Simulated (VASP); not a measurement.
Here is a VASP 6.6.1 calculation.

The input INCAR:

```
PREC = Accurate
ENCUT = 600
EDIFF = 1E-6
ISMEAR = -1
SIGMA = 0.02
LREAL = F
LASPH = T
NELM = 60
ALGO = Normal
ISIF = 3
LWAVE = F
LCHARG = F
GGA = CA
IBRION = 2
NSW = 60
EDIFFG = -0.005
```

Contents of KPOINTS:

```
Automatic mesh
0
Gamma
  13 13 13
```

File POSCAR:

```
BN
1.0
    0.0000000000      2.1544346900      2.1544346900
    2.1544346900      0.0000000000      2.1544346900
    2.1544346900      2.1544346900      0.0000000000
B N
1 1
Direct
    0.0000000000      0.0000000000      0.0000000000
    0.2500000000      0.2500000000      0.2500000000
```

Potentials or basis: VASP PAW LDA potentials, release 64 (B, N).

The run is started by

```console
$ cat potpaw_LDA.64/B/POTCAR potpaw_LDA.64/N/POTCAR > POTCAR
$ mpirun -np 1 vasp_std > vasp.out
```

Problem. What does it give for the relaxed cell?

Solution. a = 2.534 Å, b = 2.534 Å, c = 2.534 Å, α = 60.00°, β = 60.00°, γ = 60.00°.

Problem. What does it give for the relaxed volume?

Solution. 5.75 Å³/atom.

Problem. Predict the space group after relaxing (to 0.05 Å).

Solution. F-43m (No. 216).

Final structure:
```
B N
1.0
     0.00000    1.79169    1.79169
     1.79169    0.00000    1.79169
     1.79169    1.79169    0.00000
B N
1 1
Direct
  0.00000 0.00000 0.00000
  0.25000 0.25000 0.25000
```

Caveat: the volume moved by over 15 % at a fixed basis, so the end points are rough.
